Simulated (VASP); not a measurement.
# MnPt (P4/mmm) in VASP: a series of runs

Runs on MnPt. Level: LDA. Tasks: single point.

All numbers are computed with VASP 6.6.1; they aren't measurements. Logs are shortened: lines on timing, memory, paths and dates and some standing lists are left out, and cuts for length are marked.

### Step 1. The cell of the first run

Symmetry: P4/mmm, No. 123, tetragonal system. The conventional cell has a = 2.762 Å, b = 2.762 Å, c = 3.566 Å, α = 90.00°, β = 90.00°, γ = 90.00°. Mn (site symmetry 4/mmm) has 8 Pt at 2.64 Å and 6 Mn at 2.76 to 3.57 Å within 3.6 Å. Within 3.6 Å of Pt (site symmetry 4/mmm) lie 8 Mn at 2.64 Å and 6 Pt at 2.76 to 3.57 Å.

### Step 2. Single point, LDA, collinear spin, antiferromagnetic start

The input, INCAR:

```
SYSTEM = MnPt
PREC     = Accurate       ! precision mode
ENCUT    = 520            ! plane-wave cutoff, eV
EDIFF    = 1E-6           ! SCF threshold, eV
ISMEAR   = 0              ! smearing method
SIGMA    = 0.05           ! smearing width, eV
LREAL    = .False.        ! projectors in reciprocal space
LASPH    = .True.         ! aspherical terms in the spheres
NELM     = 150            ! most SCF steps
ALGO     = Normal         ! electronic algorithm
ISIF     = 2              ! what is computed and relaxed
LWAVE    = .False.        ! write WAVECAR
LCHARG   = .True.         ! write CHGCAR
ISPIN    = 2              ! spin polarisation
MAGMOM   = 3.5 -3.5 0 0   ! initial moments
LORBIT   = 11             ! projections on sites
LMAXMIX  = 4              ! l up to which the mixer works
GGA      = CA             ! functional
LELF     = .True.         ! ELF
LVHAR    = .True.       
NBANDS   = 35             ! bands
```

The input, KPOINTS:

```
Automatic mesh
0
Gamma
  12 12 6
  0 0 0
```

The input, POSCAR:

```
MnPt
1.0
    2.7618001113      0.0000000000      0.0000000000
    0.0000000000      2.7618001113      0.0000000000
    0.0000000000      0.0000000000      7.1323529458
Mn Pt
2 2
Direct
    0.0000000000      0.0000000000      0.0000000000
    0.0000000000      0.0000000000      0.5000000000
    0.5000000000      0.5000000000      0.2500000000
    0.5000000000      0.5000000000      0.7500000000
```

Potentials or basis: VASP PAW LDA potentials, release 64 (Mn_pv, Pt).

Command:

```console
cat potpaw_LDA.64/Mn_pv/POTCAR potpaw_LDA.64/Pt/POTCAR > POTCAR
mpirun -np 1 vasp_std > vasp.out
```

OUTCAR:

```text
SYSTEM = MnPt
   PREC = Accurate
   ENCUT = 520
   EDIFF = 1E-6
   ISMEAR = 0
   LREAL = .False.
   LASPH = .True.
   NELM = 150
   ISIF = 2
   ISPIN = 2
   LORBIT = 11
   GGA = CA

 ion  position               nearest neighbor table
   1  0.000  0.000  0.000-   3 2.64   4 2.64   3 2.64   4 2.64   3 2.64   4 2.64   3 2.64   4 2.64

   2  0.000  0.000  0.500-   3 2.64   4 2.64   3 2.64   4 2.64   3 2.64   4 2.64   3 2.64   4 2.64

   3  0.500  0.500  0.250-   1 2.64   2 2.64   1 2.64   2 2.64   1 2.64   2 2.64   1 2.64   2 2.64
[... 9 lines left out ...]
 A1 = (   2.7618001113,   0.0000000000,   0.0000000000)
 A2 = (   0.0000000000,   2.7618001113,   0.0000000000)
 A3 = (   0.0000000000,   0.0000000000,   7.1323529458)

Analysis of symmetry for initial positions (statically):
=====================================================================
 Subroutine PRICEL returns following result:

  LATTYP: Found a simple tetragonal cell.
 ALAT       =     2.7618001113
 C/A-ratio  =     1.2912507528
[... 12 lines left out ...]
 Subroutine GETGRP returns: Found 16 space group operations
 (whereof 16 operations were pure point group operations)
 out of a pool of 16 trial point group operations.

The static configuration has the point symmetry D_4h.

Analysis of symmetry for dynamics (positions and initial velocities):
=====================================================================
 Subroutine PRICEL returns following result:

  LATTYP: Found a simple tetragonal cell.
 ALAT       =     2.7618001113
 C/A-ratio  =     1.2912507528
[... 12 lines left out ...]
 Subroutine GETGRP returns: Found 16 space group operations
 (whereof 16 operations were pure point group operations)
 out of a pool of 16 trial point group operations.

The dynamic configuration has the point symmetry D_4h.

Analysis of structural, dynamic, and magnetic symmetry:
=====================================================================
 Subroutine PRICEL returns following result:

  LATTYP: Found a simple tetragonal cell.
 ALAT       =     2.7618001113
 C/A-ratio  =     1.2912507528
[... 12 lines left out ...]
 Subroutine GETGRP returns: Found 16 space group operations
 (whereof 16 operations were pure point group operations)
 out of a pool of 16 trial point group operations.

The overall configuration has the point symmetry D_4h.

 Subroutine INISYM returns: Found 16 space group operations
 (whereof 16 operations are pure point group operations),
 and found     2 'primitive' translations

----------------------------------------------------------------------------------------

                                     Primitive cell

  volume of cell :      27.2012

  direct lattice vectors                    reciprocal lattice vectors
     2.761800111  0.000000000  0.000000000     0.362082685  0.000000000  0.000000000
     0.000000000  2.761800111  0.000000000     0.000000000  0.362082685  0.000000000
     0.000000000  0.000000000  3.566176473     0.000000000  0.000000000  0.280412371

  length of vectors
     2.761800111  2.761800111  3.566176473     0.362082685  0.362082685  0.280412371

  position of ions in fractional coordinates (direct lattice)
     0.000000000  0.000000000  0.000000000
     0.500000000  0.500000000  0.500000000

  ion indices of the primitive-cell ions
   primitive index   ion index
                 1           1
                 2           3

----------------------------------------------------------------------------------------

 KPOINTS: Automatic mesh

Automatic generation of k-mesh.
 Grid dimensions read from file:
 generate k-points for:   12   12    6

 Generating k-lattice:

  Cartesian coordinates                     Fractional coordinates (reciprocal lattice)
     0.030173557  0.000000000  0.000000000     0.083333333  0.000000000  0.000000000
     0.000000000  0.030173557  0.000000000     0.000000000  0.083333333  0.000000000
     0.000000000  0.000000000  0.023367698     0.000000000  0.000000000  0.166666667

  Length of vectors
     0.030173557  0.030173557  0.023367698

  Shift w.r.t. Gamma in fractional coordinates (k-lattice)
     0.000000000  0.000000000  0.000000000

 Subroutine IBZKPT returns following result:
 ===========================================

 Found    112 irreducible k-points:

 Following reciprocal coordinates:
            Coordinates               Weight
  0.000000  0.000000  0.000000      1.000000
  0.083333  0.000000  0.000000      4.000000
  0.166667  0.000000  0.000000      4.000000
  0.250000  0.000000  0.000000      4.000000
  0.333333  0.000000  0.000000      4.000000
  0.416667  0.000000  0.000000      4.000000
[... 16 lines left out ...]
  0.333333  0.333333  0.000000      4.000000
  0.416667  0.333333  0.000000      8.000000
 [... further k-points ...]
   k-points           NKPTS =    112   k-points in BZ     NKDIM =    112   number of bands    NBANDS=     35
   number of dos      NEDOS =    301   number of ions     NIONS =      4
   total plane-waves  NPLWV =  31104
   dimension x,y,z NGX =    24 NGY =   24 NGZ =   54
   dimension x,y,z NGXF=    48 NGYF=   48 NGZF=  108
   ions per type =               2   2
   NGX,Y,Z   is equivalent  to a cutoff of  14.45, 14.45, 12.59 a.u.
   NGXF,Y,Z  is equivalent  to a cutoff of  28.89, 28.89, 25.17 a.u.
 SYSTEM =  MnPt
   PREC   = accura    normal or accurate (medium, high low for compatibility)
   ISTART =      0    job   : 0-new  1-cont  2-samecut
   ICHARG =      2    charge: 1-file 2-atom 10-const
   ISPIN  =      2    spin polarized calculation?
   LNONCOLLINEAR =      F non collinear calculations
   LSORBIT =      F    spin-orbit coupling
   LASPH  =      T    aspherical Exc in radial PAW
   ENCUT  =  520.0 eV  38.22 Ry    6.18 a.u.   5.14  5.14 13.26*2*pi/ulx,y,z
   NELM   =    150;   NELMIN=  2; NELMDL= -5     # of ELM steps
   EDIFF  = 0.1E-05   stopping-criterion for ELM
   LREAL  =      F    real-space projection
   EDIFFG = 0.1E-04   stopping-criterion for IOM
   NSW    =      0    number of steps for IOM
   IBRION =     -1    ionic relax: 0-MD 1-quasi-New 2-CG
   NFREE  =      0    steps in history (QN), initial steepest desc. (CG)
   ISIF   =      2    stress and relaxation
   ISYM   =      2    0-nonsym 1-usesym 2-fastsym
   POTIM  = 0.5000    time-step for ionic-motion
   TEBEG  =    0.0;   TEEND  =   0.0 temperature during run
   PSTRESS=    0.0 pullay stress
   NELECT =      46.0000    total number of electrons
   NUPDOWN=      -1.0000    fix difference up-down
   EMIN   =  10.00;   EMAX   =-10.00  energy-range for DOS
   EFERMI =   0.00;   METHOD = LEGACY
   ISMEAR =     0;   SIGMA  =   0.05  broadening in eV -4-tet -1-fermi 0-gaus
   EFERMI_NEDOS =   21; number of points for ismear=-14 and -15
   IALGO  =     38    algorithm
   IMIX   =      4    mixing-type and parameters
     AMIX     =   0.40;   BMIX     =  1.00
     AMIX_MAG =   1.60;   BMIX_MAG =  1.00
  volume/ion in A,a.u.               =      13.60        91.78
  Fermi-wavevector in a.u.,A,eV,Ry     =   1.548062  2.925413 32.606305  2.396496
  Thomas-Fermi vector in A             =   2.653066
   LORBIT       =     11    0 simple, 1 ext, 2 COOP (PROOUT), +10 PAW based schemes
   GGA     = CA    functional components
   LHFCALC =     F    Hartree Fock is set to
   AEXX    =    0.0000 exact exchange contribution
   IVDW    =     0    specifies the selected vdW correction
   LEPSILON=     F    determine dielectric tensor
   LRPA    =     F    only Hartree local field effects (RPA)
 spin polarized calculation
 Gauss-broadening in eV      SIGMA  =   0.05
  energy-cutoff  :      520.00
  volume of cell :       54.40
 maximum number of plane-waves:      1489
 NGX is ok and might be reduce to    24
   NGX = 11   NGY = 11   NGZ = 27

 number of electron      45.9999991 magnetization      -0.0000000

 number of electron      45.9999991 magnetization       0.0000000

 Free energy of the ion-electron system (eV)
  ---------------------------------------------------
  ext. energy  EPLUGINS =         0.00000000
  ---------------------------------------------------
  free energy    TOTEN  =       -35.50514485 eV

  energy without entropy =      -35.49867435  energy(sigma->0) =      -35.50190960

 E-fermi :  10.5322     XC(G=0): -13.6219

 val. band max:       10.5299468673   @ k =   0.3333   0.0000   0.3333
 cond. band min:      10.5330959459   @ k =   0.5000   0.4167   0.3333
 fundamental gap:      0.0031490786
 Fermi energy:        10.5321628981

 spin component 1

 k-point     1 :       0.0000    0.0000    0.0000
  band No.  band energies     occupation
      1     -38.4402      1.00000
      2     -38.3247      1.00000
      3     -38.3247      1.00000
      4     -35.2816      1.00000
      5     -35.2015      1.00000
      6     -35.2015      1.00000
[... 901 lines left out ...]
     34      21.6849      0.00000
     35      21.9937      0.00000

 [... further k-points ...]

 spin component 2

 k-point     1 :       0.0000    0.0000    0.0000
  band No.  band energies     occupation
      1     -38.4402      1.00000
      2     -38.3247      1.00000
      3     -38.3247      1.00000
      4     -35.2816      1.00000
      5     -35.2015      1.00000
      6     -35.2015      1.00000
[... 901 lines left out ...]
     34      21.6849      0.00000
     35      21.9937      0.00000

 [... further k-points ...]

------------------------ aborting loop because EDIFF is reached ----------------------------------------

  FORCE on cell =-STRESS in cart. coord.  units (eV):
  Direction    XX          YY          ZZ          XY          YZ          ZX
  --------------------------------------------------------------------------------------
  -------------------------------------------------------------------------------------
  Total       -1.0720467     -1.0720467      0.8601498      0.0000000     -0.0000000      0.0000000
  in kB      -31.5723534    -31.5723534     25.3318777      0.0000000     -0.0000000      0.0000000
  external PRESSURE =     -12.6042764 kB  Pullay stress =       0.0000000 kB

 VOLUME and BASIS-vectors are now :
 -----------------------------------------------------------------------------
  energy-cutoff  :      520.00
  volume of cell :       54.40
      direct lattice vectors                 reciprocal lattice vectors
     2.761800111  0.000000000  0.000000000     0.362082685  0.000000000  0.000000000
     0.000000000  2.761800111  0.000000000     0.000000000  0.362082685  0.000000000
     0.000000000  0.000000000  7.132352946     0.000000000  0.000000000  0.140206185

 POSITION                                       TOTAL-FORCE (eV/Angst)
 -----------------------------------------------------------------------------------
      0.00000      0.00000      0.00000        -0.000000     -0.000000     -0.000000
      0.00000      0.00000      3.56618        -0.000000      0.000000      0.000000
      1.38090      1.38090      1.78309         0.000000      0.000000     -0.000000
      1.38090      1.38090      5.34926         0.000000      0.000000     -0.000000
 -----------------------------------------------------------------------------------
    total drift:                                0.000000     -0.000000      0.000000

  FREE ENERGIE OF THE ION-ELECTRON SYSTEM (eV)
  ---------------------------------------------------
  free  energy   TOTEN  =       -35.5051448472 eV

  energy  without entropy=      -35.4986743541  energy(sigma->0) =      -35.50190960

 total charge

# of ion       s       p       d       tot
------------------------------------------
    1        0.332   6.295   5.054  11.680
    2        0.332   6.295   5.054  11.680
    3        0.748   0.691   8.062   9.501
    4        0.748   0.691   8.062   9.501
--------------------------------------------------
tot          2.160  13.972  26.231  42.362

 magnetization (x)

# of ion       s       p       d       tot
------------------------------------------
    1        0.012   0.013   3.154   3.179
    2       -0.012  -0.013  -3.154  -3.179
    3        0.000   0.000   0.000   0.000
    4        0.000   0.000   0.000   0.000
--------------------------------------------------
tot          0.000   0.000   0.000   0.000
```

Wall time 5.1 min (1 thread of Intel Xeon Platinum 8488C (Sapphire Rapids), shared host); peak memory 0.39 GiB.

What came out:

```yaml
Free_energy: -35.5051 eV
Pressure: -1.3 GPa
Band_gap_on_the_k_mesh: zero (filled and empty bands overlap)
Net_moment: 0.00 μB per cell
Site_moments: Mn +3.18, -3.18; Pt +0.00 μB
Valence_electrons_inside_the_program's_atomic_spheres: Mn 11.68; Pt 9.50
```

Stress tensor (GPa, compression positive):
```
-3.16  0.00  0.00
 0.00 -3.16  0.00
 0.00  0.00  2.53
```

Caveat: the stress differs along the axes, from -3 to 3 GPa; the antiferromagnetic order is the one typed at the start, and another may lie lower; spin-orbit coupling is left out, which moves the levels of the heavy elements.

(Continued in part 2 of 2.)

The gap in the log of VASP goes by the Fermi energy; the results here count the filled bands.